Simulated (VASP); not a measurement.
Write the native input for VASP 6.6.1 that does the following.

| Item | Value |
| --- | --- |
| Task | single point |
| Functional | PBEsol |
| Potentials or basis | VASP PAW PBE potentials, release 64 (V_sv, N) |
| Cutoff | 520 eV |
| k mesh | 12 × 12 × 12 |
| Occupations | methfessel-paxton, width 0.2 eV |
| Spin | no spin polarisation |
| Dipole correction | no |
| Further INCAR settings | ALGO = Normal; EDIFF = 1e-06; NBANDS = 32 |

The structure of VN2 lies in POSCAR:

```
VN2
1.0
   -2.1507500000      2.1507500000      2.4913500000
    2.1507500000     -2.1507500000      2.4913500000
    2.1507500000      2.1507500000     -2.4913500000
V N
2 4
Direct
    0.2500000000      0.2500000000      0.0000000000
    0.7500000000      0.7500000000      0.0000000000
    0.1151000000      0.6151000000      0.7302000000
    0.6151000000      0.8849000000      0.5000000000
    0.8849000000      0.3849000000      0.2698000000
    0.3849000000      0.1151000000      0.5000000000
```

The input as run:

INCAR

```
  ALGO = Normal
  EDIFF = 1E-6
  ENCUT = 520
  GGA = PS
  ISIF = 2
  ISMEAR = 1
  LASPH = True
  LCHARG = False
  LREAL = False
  LWAVE = False
  NBANDS = 32
  NELM = 80
  PREC = Accurate
  SIGMA = 0.2
```

KPOINTS

```
k-points
0
Gamma
  12 12 12
```

Potentials or basis: VASP PAW PBE potentials, release 64 (V_sv, N).

Launch:

```console
$ cat potpaw_PBE.64/V_sv/POTCAR potpaw_PBE.64/N/POTCAR > POTCAR
$ mpirun -np 1 vasp_std > vasp.out
```

It gave:

```json
{
 "Pressure": "-10.9 GPa",
 "Largest force": "0.378 eV/Å",
 "Band gap on the k mesh": "zero (band 23 reaches 11.56 eV, above the bottom of band 24 at 11.20 eV)"
}
```

Caveat: the PAW data sets were made with another functional, which shifts forces and pressure a little; the run has no spin polarisation, though such a crystal can be magnetic.

Run time: 120 s on 1 thread of Intel(R) Xeon(R) 6975P-C (Granite Rapids), on a shared host, peak memory 0.3 GiB.
